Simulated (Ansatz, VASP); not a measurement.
# Al: VASP beside Ansatz

INCAR

```
  PREC = Accurate
  ENCUT = 520
  EDIFF = 1E-7
  ISMEAR = 0
  SIGMA = 0.15
  LREAL = False
  LASPH = True
  NELM = 80
  ALGO = Fast
  ISIF = 2
  LWAVE = False
  LCHARG = False
  GGA = PE
  NBANDS = 10
```

Contents of KPOINTS:

```
Automatic mesh
0
Gamma
  20 20 12
```

Contents of POSCAR:

```
Al
1.0
   -1.6175102401      1.6175102401      1.6175102401
    1.6175102401     -1.6175102401      1.6175102401
    3.2350204801      3.2350204801      0.0000000000
Al
2
Direct
    0.0390818832     -0.0390818832      0.0000000000
    0.4609181168      0.5390818832      0.5000000000
```

Input for Ansatz:

```yaml
crystal:
  lattice:
    - [-1.6175102401, 1.6175102401, 1.6175102401]
    - [1.6175102401, -1.6175102401, 1.6175102401]
    - [3.2350204801, 3.2350204801, 0.0]
  atoms:
    - { symbol: Al, position: [0.0390818832, -0.0390818832, 0.0] }
    - { symbol: Al, position: [0.4609181168, 0.5390818832, 0.5] }
basis:
  ecutwfc: 420
kpoints:
  mp_grid: { grid: [20, 20, 12] }
hamiltonian:
  xc: pbe
scf:
  occupations: { method: gaussian, width: 0.15 }
output:
  forces: true
  stress: true
  eigenvalues: true
```

Change from the starting cell: mode 1 frozen in at -0.179 Å, equal normal strain along x and y +0.0000.

Alike in both runs: task single point; functional PBE; k mesh 20 × 20 × 12; occupations gaussian, width 0.15 eV; no spin polarisation.

|  | VASP | Ansatz |
| --- | --- | --- |
| version | VASP 6.6.1 | Ansatz 0.2.0 |
| potentials or method | VASP PAW PBE potentials, release 64 (Al), cutoff 520 eV | scalar-relativistic, plane waves, PAW |
| valence electrons in the cell | 6 | 6 |

Ansatz gave:

* gap on the k mesh at the Fermi level (eV): none
* pressure (GPa): -0.1
* traceless stress, the component that is largest in VASP (GPa): -0.75
* rms of the force components (eV/Å): 0.076

Problem. Estimate VASP's values.

Solution. gap on the k mesh at the Fermi level (eV): none; pressure (GPa): -0.1; traceless stress, the component that is largest in VASP (GPa): -0.75; rms of the force components (eV/Å): 0.077.

Atom by atom the forces differ by 0.000 eV/Å (rms over components). A gap of «none» marks a metal or a gap that the smearing closes. The functional is the same, so the differences come from potentials, cutoffs and numerics.
